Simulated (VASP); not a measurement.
The system is NaH.

```
CELL_PARAMETERS angstrom
0.00000 2.62860 2.59692
2.62860 0.00000 2.59692
2.62860 2.62860 0.00000
ATOMIC_POSITIONS crystal
Na 0.00000 0.00000 0.00000
H 0.25000 0.25000 0.25000
```

This cell differs from its parent crystal: biaxial xy strain +1.2%.

Base run:

```yaml
Program: VASP 6.6.1
Functional: PBE
Potentials_or_basis: VASP PAW PBE potentials, release 64 (Na_pv, H)
Cutoff: 520 eV
k_mesh: 8 × 8 × 8
Occupations: fermi-dirac, width 0.02 eV
Spin: no spin polarisation
```

Its results: band gap on the k mesh 3.59 eV (least direct gap 4.28 eV); pressure -0.2 GPa.

Task: The run is repeated on the same cell with these changes: functional from PBE to r2SCAN; occupations from fermi-dirac, width 0.02 eV to gaussian, width 0.01 eV. What comes out?

Result: Band gap on the k mesh 4.02 eV (least direct gap 4.71 eV); pressure -0.6 GPa.

Caveats: the structure was generated, so it needn't be the stable form of NaH; the PAW data sets were made with another functional, which shifts forces and pressure a little (at least some runs).

A k mesh can miss the band edges.
